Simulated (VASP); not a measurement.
## Al3BSb2: single point with PBE

The system is Al3BSb2.

```xyz
6
Lattice="3.1899 0.0000 0.0000 0.0000 3.1899 0.0000 0.0000 0.0000 10.8912" Properties=species:S:1:pos:R:3 pbc="T T T"
Al    1.5949    1.5949    1.2553
Al    1.5949    1.5949    5.4456
Al    1.5949    1.5949    9.6359
B     0.0000    0.0000    0.0000
Sb    0.0000    0.0000    3.3979
Sb    0.0000    0.0000    7.4933
```

The cell was built from a structure type or drawn by symmetry, and may not be a known phase.

```yaml
Program: VASP 6.6.1
Task: single point
Functional: PBE
Potentials_or_basis: VASP PAW PBE potentials, release 64 (Al, B, Sb)
Cutoff: 500 eV
k_mesh: 5 × 5 × 2
Occupations: gaussian, width 0.2 eV
Spin: no spin polarisation
Dipole_correction: no
Further_INCAR_settings: ALGO = Normal; EDIFF = 1e-06; NBANDS = 20
```

```json
{
  "Pressure": "0.4 GPa",
  "Largest force": "0.053 eV/Å",
  "Band gap on the k mesh": "zero (bands 11 and 12 overlap by 3.30 eV)"
}
```

Forces in eV/Å, atoms in the order of the input:
```
Al   0.000  0.000 -0.029
Al   0.000  0.000  0.000
Al   0.000  0.000  0.029
B    0.000  0.000  0.000
Sb   0.000  0.000 -0.053
Sb   0.000  0.000  0.053
```

Stress tensor (GPa, compression positive):
```
0.48 0.00 0.00
0.00 0.48 0.00
0.00 0.00 0.36
```

Levels at points of the mesh, in eV from the Fermi level:
```
           k point  band 7  band 8  band 9  band 10  band 11  band 12  band 13  band 14
(0.00, 0.00, 0.00)   -0.29    0.71    0.71     2.01     2.01     2.38     2.38     3.21
(0.00, 0.00, 0.50)    0.74    0.74    1.76     1.76     2.13     2.70     2.70     2.82
```

Run time: 32 s on 1 thread of Intel Xeon 8259CL (shared host), peak memory 0.21 GiB.

Caveat: the k points lie up to 0.39 Å⁻¹ apart, too coarse for converged energies and pressures of a metal; spin-orbit coupling is left out, which moves the levels of the heavy elements.
